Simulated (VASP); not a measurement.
# CdS in VASP: settings compared, part 2 of 2

VASP 6.6.1.

### 3 Single point, PBE, collinear spin, ferromagnetic start

This run uses another cell than the first one, of 20.95 Å³/atom, 1.004 times its volume.

INCAR

```
PREC = Accurate
ENCUT = 500
EDIFF = 1E-6
ISMEAR = 0
SIGMA = 0.1
LREAL = False
LASPH = True
NELM = 200
ALGO = Normal
ISIF = 2
LWAVE = False
LCHARG = True
ISPIN = 2
MAGMOM = 0 -1
LORBIT = 11
GGA = PE
LELF = True
LVHAR = True
NBANDS = 20
GGA_COMPAT = False
```

KPOINTS

```
Automatic mesh
0
Gamma
  1 1 1
```

POSCAR

```
CdS
1.0
    0.0098851442      2.7512244102      2.7441336323
    2.7658773062     -0.0050306849      2.7590494614
    2.7622797519      2.7625426851     -0.0014331307
Cd S
1 1
Direct
    0.0000000000      0.0000000000      0.0000000000
    0.5000000000      0.5000000000      0.5000000000
```

Potentials or basis: VASP PAW PBE potentials, release 64 (Cd, S).

Run with:

```
> cat potpaw_PBE.64/Cd/POTCAR potpaw_PBE.64/S/POTCAR > POTCAR
> mpirun -np 1 vasp_gam > vasp.out
```

OUTCAR:

```text
PREC = Accurate
   ENCUT = 500
   EDIFF = 1E-6
   ISMEAR = 0
   LREAL = False
   LASPH = True
   NELM = 200
   ISIF = 2
   ISPIN = 2
   LORBIT = 11
   GGA = PE

 ion  position               nearest neighbor table
   1  0.000  0.000  0.000-   2 2.75   2 2.75   2 2.76   2 2.76   2 2.76   2 2.76
   2  0.500  0.500  0.500-   1 2.75   1 2.75   1 2.76   1 2.76   1 2.76   1 2.76

  LATTYP: Found a triclinic cell.
 ALAT       =     6.7321663729
 B/A-ratio  =     0.5789779609
 C/A-ratio  =     0.5802945829
 COS(alpha) =     0.0000966942
 COS(beta)  =     0.2899306881
 COS(gamma) =     0.8653638413

  Lattice vectors:

 A1 = (   2.7461070178,  -5.5074795053,  -2.7292178032)
 A2 = (   2.7559921620,  -2.7562550951,   0.0149158291)
 A3 = (  -2.7622797519,  -2.7625426851,   0.0014331307)

Analysis of symmetry for initial positions (statically):
=====================================================================
 Subroutine PRICEL returns:
 Original cell was already a primitive cell.

 Routine SETGRP: Setting up the symmetry group for a
[... 201 lines left out ...]
      5      -6.1909      1.00000
      6      -6.1876      1.00000
[... 12 lines left out ...]
     19      15.5635      0.00000
     20      20.3774      0.00000

------------------------ aborting loop because EDIFF is reached ----------------------------------------

  FORCE on cell =-STRESS in cart. coord.  units (eV):
  Direction    XX          YY          ZZ          XY          YZ          ZX
  --------------------------------------------------------------------------------------
  -------------------------------------------------------------------------------------
  Total        1.9139750      1.9156625      1.8830925     -0.0113023      0.0342627     -0.0282880
  in kB       73.1710358     73.2355480     71.9904015     -0.4320840      1.3098583     -1.0814483
  external PRESSURE =      72.7989951 kB  Pullay stress =       0.0000000 kB

 VOLUME and BASIS-vectors are now :
 -----------------------------------------------------------------------------
  energy-cutoff  :      500.00
  volume of cell :       41.91
      direct lattice vectors                 reciprocal lattice vectors
     0.009885144  2.751224410  2.744133632    -0.181869734  0.181947179  0.182651560
     2.765877306 -0.005030685  2.759049461     0.180980772 -0.180869812  0.180685232
     2.762279752  2.762542685 -0.001433131     0.181454177  0.180454255 -0.181574194

 POSITION                                       TOTAL-FORCE (eV/Angst)
 -----------------------------------------------------------------------------------
      0.00000      0.00000      0.00000         0.000000     -0.000000      0.000000
      2.76902      2.75437      2.75087         0.000000      0.000000     -0.000000
 -----------------------------------------------------------------------------------
    total drift:                                0.000000      0.000000      0.000000

  FREE ENERGIE OF THE ION-ELECTRON SYSTEM (eV)
  ---------------------------------------------------
  free  energy   TOTEN  =         1.7270319792 eV

  energy  without entropy=        1.7270357738  energy(sigma->0) =        1.72703388

 total charge

# of ion       s       p       d       tot
------------------------------------------
    1        0.175   0.284   9.469   9.928
    2        0.946   3.035   0.000   3.981
--------------------------------------------------
tot          1.121   3.319   9.469  13.909

 magnetization (x)

# of ion       s       p       d       tot
------------------------------------------
    1        0.000   0.000   0.000   0.000
    2       -0.000  -0.000   0.000  -0.000
--------------------------------------------------
tot         -0.000  -0.000   0.000  -0.000
```

OSZICAR:

```text
N       E                     dE             d eps       ncg     rms          rms(c)
DAV:   1     0.159818066275E+03    0.15982E+03   -0.89946E+03    88   0.842E+02
DAV:   2     0.988238808631E+01   -0.14994E+03   -0.12175E+03    96   0.236E+02
DAV:   3    -0.967692647564E+00   -0.10850E+02   -0.99945E+01    92   0.535E+01
DAV:   4    -0.115284088960E+01   -0.18515E+00   -0.18510E+00    80   0.665E+00
DAV:   5    -0.115331090271E+01   -0.47001E-03   -0.47001E-03    88   0.419E-01    0.780E+00
DAV:   6     0.163150437072E+01    0.27848E+01   -0.35996E+00   104   0.136E+01    0.680E+00
DAV:   7     0.177851826555E+01    0.14701E+00   -0.54843E-01    80   0.357E+00    0.587E+00
DAV:   8     0.174446966989E+01   -0.34049E-01   -0.56635E-02    80   0.177E+00    0.313E+00
DAV:   9     0.172865162908E+01   -0.15818E-01   -0.14199E-02    80   0.847E-01    0.931E-01
DAV:  10     0.172744220524E+01   -0.12094E-02   -0.11235E-03    80   0.256E-01    0.715E-01
DAV:  11     0.172730701751E+01   -0.13519E-03   -0.61344E-05    80   0.614E-02    0.164E-01
DAV:  12     0.172708621191E+01   -0.22081E-03   -0.64748E-05    80   0.552E-02    0.514E-02
DAV:  13     0.172703309667E+01   -0.53115E-04   -0.31847E-05    80   0.407E-02    0.316E-02
DAV:  14     0.172703208466E+01   -0.10120E-05   -0.98736E-07    64   0.687E-03    0.148E-02
DAV:  15     0.172703197920E+01   -0.10546E-06   -0.64824E-08    48   0.165E-03
   1 F= 0.17270320E+01 E0= 0.17270339E+01  d E =-.379456E-05  mag=    -0.0001
```

It took 5.9 s on 1 thread of Intel Xeon 6975P-C (Granite Rapids), shared host; peak memory 0.16 GiB.

What came out:

- Free energy: 1.7270 eV
- Pressure: 7.3 GPa
- Band gap on the k mesh: 0.64 eV
- Net moment: 0.00 μB per cell
- Valence electrons inside the program's atomic spheres: Cd 9.93; S 3.98

Levels at points of the mesh, in eV from the valence-band top:
Spin up:
```tsv
k point	band 5	band 6	band 7	band 8	band 9	band 10	band 11	band 12	band 13	band 14
(0.00, 0.00, 0.00)	-9.71	-9.71	-0.08	-0.05	0.00	0.64	9.00	9.03	9.11	10.31
```
Spin down:
| k point | band 7 | band 8 | band 9 | band 10 | band 11 | band 12 |
| --- | --- | --- | --- | --- | --- | --- |
| (0.00, 0.00, 0.00) | -0.08 | -0.05 | 0.00 | 0.64 | 9.00 | 9.03 |

Caveat: the k points lie up to 1.98 Å⁻¹ apart. As with any semilocal functional, this PBE gap is likely too small.

### 4 Single point, PBEsol

INCAR

```
SYSTEM = CdS
  PREC = Accurate
  ENCUT = 500
  EDIFF = 1E-6
  ISMEAR = 1
  SIGMA = 0.1
  LREAL = .False.
  LASPH = .True.
  NELM = 120
  ALGO = Normal
  ISIF = 2
  LWAVE = .False.
  LCHARG = .True.
  GGA = PS
  LELF = .True.
  LVHAR = .True.
  NBANDS = 16
  GGA_COMPAT = .False.
```

KPOINTS

```
Automatic mesh
0
Gamma
  2 2 2
  0 0 0
```

POSCAR

```
CdS
1.0
    0.0000000000      2.7532440000      2.7532440000
    2.7532440000      0.0000000000      2.7532440000
    2.7532440000      2.7532440000      0.0000000000
Cd S
1 1
Direct
    0.0000000000      0.0000000000      0.0000000000
    0.5000000000      0.5000000000      0.5000000000
```

Run with:

```
> cat potpaw_PBE.64/Cd/POTCAR potpaw_PBE.64/S/POTCAR > POTCAR
> mpirun -np 1 vasp_std > vasp.out
```

It took 4 s on 1 thread of Intel Xeon 6975P-C (Granite Rapids), shared host; peak memory 0.15 GiB.

The run converged. Its results:

```yaml
Free_energy: -4.8377 eV
Pressure: 2.8 GPa
```

Levels at points of the mesh, in eV from the Fermi level:
```
           k point  band 7  band 8  band 9  band 10  band 11  band 12
(0.00, 0.00, 0.00)   -0.74   -0.74   -0.74     0.62     9.04     9.04
(0.50, 0.00, 0.00)   -4.92   -0.04   -0.04     3.28     5.68     5.68
(0.50, 0.50, 0.00)   -4.26   -2.15   -2.15    -0.01     5.84     9.58
```

Caveat: the k points lie up to 0.99 Å⁻¹ apart; the PAW data sets were made with another functional, which shifts forces and pressure a little.

### 5 Single point, PBE

INCAR

```
PREC     = Accurate       # precision mode
ENCUT    = 500            # plane-wave cutoff, eV
EDIFF    = 1E-6           # SCF threshold, eV
ISMEAR   = 0              # smearing method
SIGMA    = 0.1            # smearing width, eV
LREAL    = False          # projectors in reciprocal space
LASPH    = True           # aspherical terms in the spheres
NELM     = 120            # most SCF steps
ALGO     = Normal         # electronic algorithm
ISIF     = 2              # what is computed and relaxed
LWAVE    = False          # write WAVECAR
LCHARG   = False          # write CHGCAR
GGA      = PE             # functional
NBANDS   = 16             # bands
GGA_COMPAT= False
```

KPOINTS

```
Automatic mesh
0
Gamma
  3 3 3
```

POSCAR is that of step 4.

Run with:

```
> cat potpaw_PBE.64/Cd/POTCAR potpaw_PBE.64/S/POTCAR > POTCAR
> mpirun -np 1 vasp_std > vasp.out
```

Wall time 3.9 s (1 thread of Intel Xeon 6975P-C (Granite Rapids), shared host); peak memory 0.14 GiB.

It converged, with:

```yaml
Free_energy: -5.5952 eV
Pressure: 1.2 GPa
Band_gap_on_the_k_mesh: 0.96 eV, indirect (least direct gap 1.45 eV)
```

Levels at points of the mesh, in eV from the valence-band top:
```csv
k point,band 6,band 7,band 8,band 9,band 10,band 11,band 12,band 13
"(0.00, 0.00, 0.00)",-7.56,-0.49,-0.49,-0.49,0.96,9.35,9.35,9.35
```

Caveat: the k points lie up to 0.66 Å⁻¹ apart. A k mesh can miss the band edges.

### 6 The runs side by side

| level | potentials or basis | spin | cell | k mesh | cutoff (eV) | smearing | second run | gap on the mesh (eV) | pressure (GPa) |
| --- | --- | --- | --- | --- | --- | --- | --- | --- | --- |
| PBE | VASP PAW PBE potentials, release 64 (Cd_sv_GW, S) | off | a = 3.894 Å, angles 60.0°, 2 atoms | 4 × 4 × 4, shifted | 540 | gaussian 0.272114 eV | valence_matched | 1.12 | -1.7 |
| PBE | VASP PAW PBE potentials, release 64 (Cd, S) | collinear, ferromagnetic start | a = 3.886, b = 3.907, c = 3.907 Å, angles 60.0, 59.9, 60.0°, 2 atoms | 1 × 1 × 1 | 500 | gaussian 0.1 eV | - | 0.64 | 7.3 |
| PBEsol | VASP PAW PBE potentials, release 64 (Cd, S) | off | a = 3.894 Å, angles 60.0°, 2 atoms | 2 × 2 × 2 | 500 | methfessel-paxton 0.1 eV | - | - | 2.8 |
| PBE | VASP PAW PBE potentials, release 64 (Cd, S) | off | a = 3.894 Å, angles 60.0°, 2 atoms | 3 × 3 × 3 | 500 | gaussian 0.1 eV | - | 0.96 | 1.2 |

Alike in all rows: task single point.

Caveats: some runs use coarse meshes; the PAW data sets were made with another functional, which shifts forces and pressure a little (some runs).

Absolute energies hang on the potentials; compare differences alone.
